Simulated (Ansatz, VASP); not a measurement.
**One calculation of Ti2Be3Ga, two programs**

Contents of INCAR:

```
PREC = Accurate
ENCUT = 520
EDIFF = 1E-7
ISMEAR = -1
SIGMA = 0.15
LREAL = F
LASPH = T
NELM = 80
ALGO = Normal
ISIF = 2
LWAVE = F
LCHARG = F
GGA = CA
NBANDS = 30
```

File KPOINTS:

```
regular mesh
0
Gamma
  4 4 4
```

The input POSCAR:

```
Ti2Be3Ga
1.0
    2.3679800000      1.3279200000      3.8116800000
   -2.4273900000      1.4026300000      3.8214600000
    0.0350000000     -2.7811000000      3.8341200000
Ti Be Ga
2 3 1
Direct
    0.1182000000      0.1243200000      0.1294300000
    0.8758200000      0.8794700000      0.8724000000
    0.0001700000      0.5065300000      0.4934300000
    0.4988000000      0.0026200000      0.4984700000
    0.5021200000      0.5044200000      0.0015200000
    0.5000400000      0.4917500000      0.5083500000
```

Input for Ansatz:

```yaml
crystal:
  lattice:
    - [2.36798, 1.32792, 3.81168]
    - [-2.42739, 1.40263, 3.82146]
    - [0.035, -2.7811, 3.83412]
  atoms:
    - { symbol: Ti, position: [0.1182, 0.12432, 0.12943] }
    - { symbol: Ti, position: [0.87582, 0.87947, 0.8724] }
    - { symbol: Be, position: [0.00017, 0.50653, 0.49343] }
    - { symbol: Be, position: [0.4988, 0.00262, 0.49847] }
    - { symbol: Be, position: [0.50212, 0.50442, 0.00152] }
    - { symbol: Ga, position: [0.50004, 0.49175, 0.50835] }
basis:
  ecutwfc: 450.0
kpoints:
  mp_grid: { grid: [4, 4, 4], shift: [0.0, 0.0, 0.0] }
hamiltonian:
  xc: lda
scf:
  occupations: { method: fermi_dirac, width: 0.15 }
output:
  dos: { de: 0.1, projected: true }
  stress: true
```

Alike in both runs: task single point; functional LDA; k mesh 4 × 4 × 4; occupations fermi-dirac, width 0.15 eV; no spin polarisation.

|  | VASP | Ansatz |
| --- | --- | --- |
| version | VASP 6.6.1 | Ansatz 0.2.0 |
| potentials or method | VASP PAW LDA potentials, release 64 (Ti_sv, Be, Ga_d), cutoff 520 eV | plane waves, PAW |
| valence electrons in the cell | 43 | 43 |

VASP gave:

* gap on the k mesh at the Fermi level (eV): none
* pressure (GPa): -11.7
* traceless stress, the component that is largest in VASP (GPa): 4.46

Task: Which values does Ansatz return?

Result: gap on the k mesh at the Fermi level (eV): none; pressure (GPa): -12.1; traceless stress, the component that is largest in VASP (GPa): 4.46.

LDA's correlation is that of Perdew and Zunger in VASP and of Perdew and Wang (1992) in Ansatz. A gap of «none» marks a metal or a gap that the smearing closes.

The k mesh is coarse, so the values compare programs but aren't converged.
